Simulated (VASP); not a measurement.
# NiO (Imm2) in VASP: single point with r2SCAN+U

Aim: the single point of NiO with r2SCAN+U.

All numbers are computed with VASP 6.6.1; they aren't measurements. Logs are shortened: lines on timing, memory, paths and dates and some standing lists are left out, and cuts for length are marked.

## (1) The cell of the first run

Symmetry: Imm2, No. 44, orthorhombic system. The conventional cell has a = 2.987 Å, b = 4.224 Å, c = 2.987 Å, α = 90.00°, β = 90.00°, γ = 90.00°. Within 2.6 Å of Ni (site symmetry mm2) lie 6 O at 1.99 to 2.24 Å. O (site symmetry mm2) has 6 Ni at 1.99 to 2.24 Å within 2.6 Å.

## (2) Single point, r2SCAN+U, collinear spin, ferromagnetic start

POSCAR

```
NiO
1.0
    0.0000000000      2.1120146539      2.1120146539
    2.1120146539      0.0000000000      2.1120146539
    2.1120146539      2.1120146539      0.0000000000
Ni O
1 1
Direct
   -0.0585903542      0.0000000000      0.0000000000
    0.5000000000      0.5000000000      0.5000000000
```

INCAR.step1

```
PREC     = Accurate       # precision mode
ENCUT    = 520            # plane-wave cutoff, eV
ISMEAR   = 0              # smearing method
SIGMA    = 0.05           # smearing width, eV
LREAL    = False          # projectors in reciprocal space
LASPH    = True           # aspherical terms in the spheres
NELM     = 150            # most SCF steps
ISPIN    = 2              # spin polarisation
MAGMOM   = 1.96 0.17      # initial moments
LMAXMIX  = 4              # l up to which the mixer works
LDAU     = True           # DFT+U
LDAUTYPE = 2            
LDAUL    = 2 -1           # shell
LDAUU    = 6.2 0          # U, eV
LDAUJ    = 0 0          
NBANDS   = 19             # bands
GGA      = PE             # functional
ALGO     = Normal         # electronic algorithm
EDIFF    = 1E-4           # SCF threshold, eV
LWAVE    = True           # write WAVECAR
LCHARG   = False          # write CHGCAR
```

INCAR.step2

```
PREC     = Accurate       # precision mode
ENCUT    = 520            # plane-wave cutoff, eV
EDIFF    = 1E-6           # SCF threshold, eV
ISMEAR   = 0              # smearing method
SIGMA    = 0.05           # smearing width, eV
LREAL    = False          # projectors in reciprocal space
LASPH    = True           # aspherical terms in the spheres
NELM     = 150            # most SCF steps
ALGO     = Normal         # electronic algorithm
ISIF     = 2              # what is computed and relaxed
LWAVE    = False          # write WAVECAR
LCHARG   = False          # write CHGCAR
ISPIN    = 2              # spin polarisation
MAGMOM   = 1.96 0.17      # initial moments
LORBIT   = 11             # projections on sites
LMAXMIX  = 4              # l up to which the mixer works
LDAU     = True           # DFT+U
LDAUTYPE = 2            
LDAUL    = 2 -1           # shell
LDAUU    = 6.2 0          # U, eV
LDAUJ    = 0 0          
LDAUPRINT= 1            
METAGGA  = R2SCAN         # meta-GGA
LMIXTAU  = True         
NBANDS   = 19             # bands
ISTART   = 1
```

KPOINTS

```
regular mesh
0
Gamma
  10 10 10
```

Potentials or basis: VASP PAW PBE potentials, release 64 (Ni, O).

The run is started by

```sh
$ cat potpaw_PBE.64/Ni/POTCAR potpaw_PBE.64/O/POTCAR > POTCAR
$ cp INCAR.step1 INCAR
$ mpirun -np 1 vasp_std > vasp.out
$ cp INCAR.step2 INCAR
$ mpirun -np 1 vasp_std > vasp.out
```

OUTCAR:

```text
PREC = Accurate
   ENCUT = 520
   EDIFF = 1E-6
   ISMEAR = 0
   LREAL = False
   LASPH = True
   NELM = 150
   ISIF = 2
   ISPIN = 2
   LORBIT = 11
   METAGGA = R2SCAN
   ISTART = 1

 ion  position               nearest neighbor table
   1  0.941  0.000  0.000-   2 1.99   2 1.99   2 2.12   2 2.12   2 2.24   2 2.24
   2  0.500  0.500  0.500-   1 1.99   1 1.99   1 2.12   1 2.12   1 2.24   1 2.24

  LATTYP: Found a face centered cubic cell.
 ALAT       =     4.2240293078

  Lattice vectors:

 A1 = (   0.0000000000,   2.1120146539,   2.1120146539)
 A2 = (   2.1120146539,   0.0000000000,   2.1120146539)
 A3 = (   2.1120146539,   2.1120146539,   0.0000000000)

Analysis of symmetry for initial positions (statically):
=====================================================================
 Subroutine PRICEL returns:
 Original cell was already a primitive cell.

 Routine SETGRP: Setting up the symmetry group for a
 face centered cubic supercell.

 Subroutine GETGRP returns: Found  4 space group operations
 (whereof  4 operations were pure point group operations)
 out of a pool of 48 trial point group operations.

The static configuration has the point symmetry C_2v.

Analysis of symmetry for dynamics (positions and initial velocities):
=====================================================================
 Subroutine PRICEL returns:
 Original cell was already a primitive cell.

 Routine SETGRP: Setting up the symmetry group for a
 face centered cubic supercell.

 Subroutine GETGRP returns: Found  4 space group operations
 (whereof  4 operations were pure point group operations)
 out of a pool of 48 trial point group operations.

The dynamic configuration has the point symmetry C_2v.

Analysis of structural, dynamic, and magnetic symmetry:
=====================================================================
 Subroutine PRICEL returns:
 Original cell was already a primitive cell.

 Routine SETGRP: Setting up the symmetry group for a
[... 172 lines left out ...]
  o =  0.1153  v =  0.0000  0.0000  0.0000  0.0000  0.0000 -0.0000 -0.0000  0.8660 -0.0000  0.5000      0.0000  0.0000  0.0000  0.0000  0.0000  0.0000  0.0000  0.0000  0.0000  0.0000
  o =  0.9839  v =  0.0000  0.0000  0.0000  0.0000  0.0000 -0.7071  0.0000  0.0000 -0.7071 -0.0000      0.0000  0.0000  0.0000  0.0000  0.0000  0.0000  0.0000  0.0000  0.0000  0.0000
  o =  0.9841  v =  0.0000  0.0000  0.0000  0.0000  0.0000 -0.7071 -0.0000 -0.0000  0.7071  0.0000      0.0000  0.0000  0.0000  0.0000  0.0000  0.0000  0.0000  0.0000  0.0000  0.0000
  o =  0.9848  v =  0.0000  0.0000  0.0000  0.0000  0.0000  0.0000  0.9999  0.0050  0.0000 -0.0087      0.0000  0.0000  0.0000  0.0000  0.0000  0.0000  0.0000  0.0000  0.0000  0.0000
  o =  0.9852  v =  0.7071 -0.0000 -0.0000  0.7071  0.0000  0.0000  0.0000  0.0000  0.0000  0.0000      0.0000  0.0000  0.0000  0.0000  0.0000  0.0000  0.0000  0.0000  0.0000  0.0000
  o =  0.9855  v = -0.7071 -0.0000 -0.0000  0.7071  0.0000  0.0000  0.0000  0.0000  0.0000  0.0000      0.0000  0.0000  0.0000  0.0000  0.0000  0.0000  0.0000  0.0000  0.0000  0.0000
  o =  0.9867  v =  0.0000  0.9992  0.0202  0.0000 -0.0350  0.0000  0.0000  0.0000  0.0000  0.0000      0.0000  0.0000  0.0000  0.0000  0.0000  0.0000  0.0000  0.0000  0.0000  0.0000
  o =  1.0343  v =  0.0000  0.0404 -0.4996  0.0000  0.8653  0.0000  0.0000  0.0000  0.0000  0.0000      0.0000  0.0000  0.0000  0.0000  0.0000  0.0000  0.0000  0.0000  0.0000  0.0000
  o =  1.0373  v =  0.0000 -0.0000 -0.8660  0.0000 -0.5000  0.0000  0.0000  0.0000  0.0000  0.0000      0.0000  0.0000  0.0000  0.0000  0.0000  0.0000  0.0000  0.0000  0.0000  0.0000

 number of electron      16.0000013 magnetization       2.0000001

 Free energy of the ion-electron system (eV)
  ---------------------------------------------------
  ext. energy  EPLUGINS =         0.00000000
  ---------------------------------------------------
  free energy    TOTEN  =       -18.96656966 eV

  energy without entropy =      -18.96656966  energy(sigma->0) =      -18.96656966

 E-fermi :   6.2954     XC(G=0): -13.1651

 val. band max:        5.9486369085   @ k =   0.5000   0.0000   0.0000
 cond. band min:       9.1024100428   @ k =   0.0000   0.0000   0.0000
 fundamental gap:      3.1537731343
 Fermi energy:         6.2953557435

 spin component 1

 k-point     1 :       0.0000    0.0000    0.0000
  band No.  band energies     occupation
      1     -13.4707      1.00000
      2      -0.7533      1.00000
      3      -0.6345      1.00000
      4       0.6725      1.00000
      5       0.6868      1.00000
      6       0.7748      1.00000
[... 1049 lines left out ...]
     18      38.3967      0.00000
     19      40.0141      0.00000

 [... further k-points ...]

------------------------ aborting loop because EDIFF is reached ----------------------------------------

  FORCE on cell =-STRESS in cart. coord.  units (eV):
  Direction    XX          YY          ZZ          XY          YZ          ZX
  --------------------------------------------------------------------------------------
  -------------------------------------------------------------------------------------
  Total       -1.0989053     -0.4309055     -0.4309055      0.0000000     -0.0847572      0.0000000
  in kB      -93.4437126    -36.6413833    -36.6413833      0.0000000     -7.2071987      0.0000000
  external PRESSURE =     -55.5754931 kB  Pullay stress =       0.0000000 kB

 VOLUME and BASIS-vectors are now :
 -----------------------------------------------------------------------------
  energy-cutoff  :      520.00
  volume of cell :       18.84
      direct lattice vectors                 reciprocal lattice vectors
     0.000000000  2.112014654  2.112014654    -0.236740782  0.236740782  0.236740782
     2.112014654  0.000000000  2.112014654     0.236740782 -0.236740782  0.236740782
     2.112014654  2.112014654  0.000000000     0.236740782  0.236740782 -0.236740782

 POSITION                                       TOTAL-FORCE (eV/Angst)
 -----------------------------------------------------------------------------------
      0.00000      1.98827      1.98827         0.000000      0.667000      0.667000
      2.11201      2.11201      2.11201         0.000000     -0.667000     -0.667000
 -----------------------------------------------------------------------------------
    total drift:                               -0.000017      0.003459      0.003459

  FREE ENERGIE OF THE ION-ELECTRON SYSTEM (eV)
  ---------------------------------------------------
  free  energy   TOTEN  =       -18.9665696590 eV

  energy  without entropy=      -18.9665696590  energy(sigma->0) =      -18.96656966

 total charge

# of ion       s       p       d       tot
------------------------------------------
    1        0.341   0.421   8.179   8.942
    2        1.552   3.514   0.000   5.066
--------------------------------------------------
tot          1.893   3.935   8.179  14.007

 magnetization (x)

# of ion       s       p       d       tot
------------------------------------------
    1        0.014   0.016   1.850   1.879
    2        0.014   0.112   0.000   0.127
--------------------------------------------------
tot          0.028   0.128   1.850   2.006
```

OSZICAR.step1:

```text
N       E                     dE             d eps       ncg     rms          rms(c)
DAV:   1     0.937040393052E+02    0.93704E+02   -0.70691E+03 13516   0.108E+03
DAV:   2    -0.332804225582E+01   -0.97032E+02   -0.84205E+02 13399   0.241E+02
DAV:   3    -0.963972576788E+01   -0.63117E+01   -0.61476E+01 14778   0.628E+01
DAV:   4    -0.969804890992E+01   -0.58323E-01   -0.58275E-01 14307   0.599E+00
DAV:   5    -0.969866204836E+01   -0.61314E-03   -0.61311E-03 14397   0.608E-01    0.154E+01
DAV:   6    -0.972854319031E+01   -0.29881E-01   -0.14582E+01 14396   0.698E+01    0.188E+01
DAV:   7    -0.974221987306E+01   -0.13677E-01   -0.12544E+00 14191   0.255E+01    0.911E+00
DAV:   8    -0.997362122953E+01   -0.23140E+00   -0.19949E-01 15660   0.480E+00    0.565E+00
DAV:   9    -0.100845466182E+02   -0.11093E+00   -0.69750E-02 15289   0.757E+00    0.567E-01
DAV:  10    -0.100920049512E+02   -0.74583E-02   -0.31483E-02 16913   0.223E+00    0.505E-01
DAV:  11    -0.100921291274E+02   -0.12418E-03   -0.36159E-03 15453   0.109E+00    0.157E-01
DAV:  12    -0.100926480443E+02   -0.51892E-03   -0.45842E-04 13705   0.568E-01    0.629E-02
DAV:  13    -0.100927499260E+02   -0.10188E-03   -0.16106E-04 12715   0.219E-01    0.274E-02
DAV:  14    -0.100927681013E+02   -0.18175E-04   -0.87256E-05  7882   0.788E-02
   1 F= -.10092768E+02 E0= -.10092768E+02  d E =-.842190E-12  mag=     2.0000
```

Run time: 8 min. Hardware: 1 thread of Intel Xeon 8259CL, shared host; peak memory 0.23 GiB.

What came out:

```
Free energy                                           : -18.9666 eV
Pressure                                              : -5.6 GPa
Largest force                                         : 0.943 eV/Å
Band gap on the k mesh                                : 3.15 eV (least direct gap 3.85 eV)
Net moment                                            : 2.00 μB per cell
Site moments                                          : Ni +1.88; O +0.13 μB
Valence electrons inside the program's atomic spheres : Ni 8.94; O 5.07
```

Forces on the atoms (eV/Å):
```
Ni   0.000  0.667  0.667
O    0.000 -0.667 -0.667
```

Levels at points of the mesh, in eV from the valence-band top:
Spin up:
```tsv
k point	band 5	band 6	band 7	band 8	band 9	band 10	band 11	band 12	band 13	band 14
(0.00, 0.00, 0.00)	-5.26	-5.17	-1.10	-1.07	-1.00	3.15	18.43	18.45	18.48	19.81
(0.50, 0.00, 0.00)	-4.74	-4.74	-3.20	-0.03	0.00	7.47	11.65	15.75	15.79	21.37
(0.00, 0.50, 0.00)	-4.76	-4.73	-3.25	-0.14	-0.06	7.47	11.63	15.75	15.98	21.27
(0.50, 0.50, 0.00)	-5.22	-4.44	-4.43	-2.50	-2.43	7.49	11.98	12.80	18.59	18.70
(0.00, 0.50, 0.50)	-5.21	-4.43	-4.42	-2.46	-2.28	7.51	11.92	12.75	18.52	18.91
```
Spin down:
```tsv
k point	band 4	band 5	band 6	band 7	band 8	band 9	band 10	band 11
(0.00, 0.00, 0.00)	-4.23	-1.08	-0.74	-0.70	3.63	4.25	4.37	18.79
(0.50, 0.00, 0.00)	-4.15	-2.35	-1.84	-1.64	6.10	6.35	7.90	12.26
(0.00, 0.50, 0.00)	-4.08	-2.42	-1.74	-1.72	5.79	6.23	8.14	12.24
(0.50, 0.50, 0.00)	-3.41	-3.41	-2.29	-2.08	4.68	4.94	8.26	12.35
(0.00, 0.50, 0.50)	-3.42	-3.40	-2.36	-1.91	4.69	4.98	8.34	12.31
```

Eigenvalues of the final occupation matrices:
```
    site  spin  trace               eigenvalues
site 1 d     1   5.03  0.99 0.99 0.99 1.03 1.04
site 1 d     2   3.18  0.11 0.12 0.98 0.98 0.98
```

Caveat: the cell differs from its parent crystal (all Ni atoms moved +0.175 Å, as atom 1 towards its neighbour atom 1 (Ni) at 2.987 Å); the stress differs along the axes, from -9 to -4 GPa; the PAW data sets were made with another functional, which shifts forces and pressure a little; a cell with one magnetic atom can't hold antiferromagnetic order, which such compounds often take.
